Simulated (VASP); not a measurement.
Input of a VASP 6.6.1 run:

Contents of INCAR:

```
  PREC = Accurate
  ENCUT = 520
  EDIFF = 1E-6
  ISMEAR = -1
  SIGMA = 0.1
  LREAL = F
  LASPH = T
  NELM = 100
  ALGO = Normal
  ISIF = 2
  LWAVE = F
  LCHARG = F
  GGA = PS
  NBANDS = 16
```

Contents of KPOINTS:

```
regular mesh
0
Gamma
  12 12 6
```

File POSCAR:

```
Co
1.0
    0.0000000000      1.7978500000      1.7978500000
    1.7978500000      0.0000000000      1.7978500000
    3.5957000000      3.5957000000      0.0000000000
Co
2
Direct
    0.0000000000      0.0000000000      0.0000000000
    0.0000000000      0.0000000000      0.5000000000
```

Potentials or basis: VASP PAW PBE potentials, release 64 (Co).

Run with:

```console
$ cat potpaw_PBE.64/Co/POTCAR > POTCAR
$ mpirun -np 1 vasp_std > vasp.out
```

(1) Predict the pressure.

(2) Estimate the band gap on the k mesh.

Answers

(1) -31.2 GPa.

(2) zero (band 9 reaches 9.27 eV, above the bottom of band 10 at 8.30 eV).

Caveat: the PAW data sets were made with another functional, which shifts forces and pressure a little; the run has no spin polarisation, though such a crystal can be magnetic.
